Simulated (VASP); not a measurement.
Here is a VASP 6.6.1 calculation.

Contents of INCAR:

```
ALGO = Normal ; EDIFF = 1E-6
ENCUT = 600 ; GGA = PE
GGA_COMPAT = False ; ISIF = 2
ISMEAR = 0 ; LASPH = True
LCHARG = True ; LELF = True
LREAL = False ; LVHAR = True
LWAVE = False ; NBANDS = 10
NELM = 120 ; PREC = Accurate
SIGMA = 0.1
```

KPOINTS

```
k-points
0
Gamma
  8 8 8
```

Contents of POSCAR:

```
BC
1.0
    2.4340657736      0.0000000000      0.0000000000
    0.0000000000      2.4340657736      0.0000000000
    0.0000000000      0.0000000000      2.4340657736
B C
1 1
Direct
    0.0000000000      0.0000000000      0.0000000000
    0.5000000000      0.5000000000      0.5000000000
```

Potentials or basis: VASP PAW PBE potentials, release 64 (B, C).

Launch:

```console
$ cat potpaw_PBE.64/B/POTCAR potpaw_PBE.64/C/POTCAR > POTCAR
$ mpirun -np 1 vasp_std > vasp.out
```

(1) What does it give for the band gap on the k mesh?

(2) What does it give for the pressure?

Answers

(1) zero (an odd number of electrons rules out a gap without spin polarisation).

(2) -20.7 GPa.

Caveat: the cell stands under tension.
